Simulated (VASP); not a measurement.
## S: relaxation of cell and atoms with PBEsol

Crystal: S.

```
S
1.0
     1.97092    0.00000    0.00000
     0.00000    1.97092    0.00000
     0.00000    0.00000    1.97092
S
1
Direct
  0.00000 0.00000 0.00000
```

This isn't the form of S at room conditions, which is orthorhombic, of S8 rings.

```
Program                : VASP 6.6.1
Task                   : relaxation of cell and atoms
Functional             : PBEsol
Potentials or basis    : VASP PAW PBE potentials, release 64 (S)
Cutoff                 : 500 eV
k mesh                 : 18 × 18 × 18
Occupations            : fermi-dirac, width 0.08 eV
Spin                   : no spin polarisation
Target pressure        : 250 GPa
Dipole correction      : no
Further INCAR settings : ALGO = Normal; EDIFF = 1e-07; IBRION = 2; EDIFFG = -0.005; NSW = 60; ISIF = 3
```

* Relaxed volume: 7.37 Å³/atom
* Relaxed cell: a = 1.946 Å, b = 1.946 Å, c = 1.946 Å, α = 90.00°, β = 90.00°, γ = 90.00°
* Space group after relaxing (to 0.1 Å): Pm-3m (No. 221)
* Energy change on relaxing (the run minimises the enthalpy): +418.5 meV/atom
* Ionic steps: 5
* Pressure after relaxing: 250.0 GPa
* Band gap on the k mesh: zero (bands 3 and 4 overlap by 13.51 eV)

The path:
| step | energy change (eV) | largest force (eV/Å) | pressure (GPa) | volume (Å³) |
| --- | --- | --- | --- | --- |
| 1 | 0.0000 | 0.0000 | 217.42 | 7.66 |
| 2 | 3.3865 | 0.0000 | 512.68 | 6.06 |
| 3 | 0.3717 | 0.0000 | 246.29 | 7.40 |
| 4 | 0.4092 | 0.0000 | 249.26 | 7.37 |
| 5 | 0.4185 | 0.0000 | 250.00 | 7.37 |

Final structure:
```xyz
1
Lattice="1.9459 0.0000 0.0000 0.0000 1.9459 0.0000 0.0000 0.0000 1.9459" Properties=species:S:1:pos:R:3 pbc="T T T"
S     0.0000    0.0000    0.0000
```

Levels at points of the mesh, in eV from the Fermi level:
| k point | band 1 | band 2 | band 3 | band 4 | band 5 | band 6 | band 7 |
| --- | --- | --- | --- | --- | --- | --- | --- |
| (0.00, 0.00, 0.00) | -29.04 | 3.74 | 3.74 | 4.91 | 4.91 | 4.91 | 20.51 |
| (0.50, 0.00, 0.00) | -21.14 | -18.77 | 7.92 | 10.51 | 10.51 | 16.05 | 16.05 |
| (0.50, 0.50, 0.00) | -12.74 | -12.74 | -12.21 | -5.59 | 15.97 | 20.36 | 20.36 |
| (0.50, 0.50, 0.50) | -7.12 | -7.12 | -7.12 | 0.33 | 0.33 | 0.33 | 1.13 |

Run time: 6.5 s on 1 thread of Intel(R) Xeon(R) 6975P-C (Granite Rapids), on a shared host, peak memory 0.11 GiB.

Caveat: the cell is relaxed towards a set pressure, so the run minimises the enthalpy, not the energy; the PAW data sets were made with another functional, which shifts forces and pressure a little.
